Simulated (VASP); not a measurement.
Crystal: CdS.

```
Cd S
1.0
     0.00000    2.91650    2.91650
     2.91650    0.00000    2.91650
     2.91650    2.91650    0.00000
Cd S
1 1
Direct
  0.00000 0.00000 0.00000
  0.75000 0.75000 0.75000
```

* Program: VASP 6.6.1
* Task: relaxation of cell and atoms
* Functional: BLYP
* Dispersion: D3(BJ)
* Potentials or basis: VASP PAW PBE potentials, release 64 (Cd, S)
* Cutoff: 600 eV
* k mesh: 8 × 8 × 8
* Occupations: fermi-dirac, width 0.05 eV
* Spin: no spin polarisation

At the start: pressure 1.5 GPa; volume 24.81 Å³/atom.

Task: How do energy, volume and symmetry change on relaxing?

Result: Over 3 steps the energy falls by 2.6 meV/atom and the volume is 25.40 Å³/atom (+2.4 %); space group F-43m (No. 216, to 0.1 Å) before and after.

The path:
| step | energy change (eV) | largest force (eV/Å) | pressure (GPa) | volume (Å³) |
| --- | --- | --- | --- | --- |
| 1 | 0.0000 | 0.0000 | 1.45 | 49.62 |
| 2 | -0.0046 | 0.0000 | -0.50 | 51.25 |
| 3 | -0.0053 | 0.0000 | 0.00 | 50.80 |

Final structure:
```
CELL_PARAMETERS angstrom
0.00000 2.93957 2.93957
2.93957 0.00000 2.93957
2.93957 2.93957 0.00000
ATOMIC_POSITIONS crystal
Cd 0.00000 0.00000 0.00000
S 0.75000 0.75000 0.75000
```

Caveat: the PAW data sets were made with another functional, which shifts forces and pressure a little.
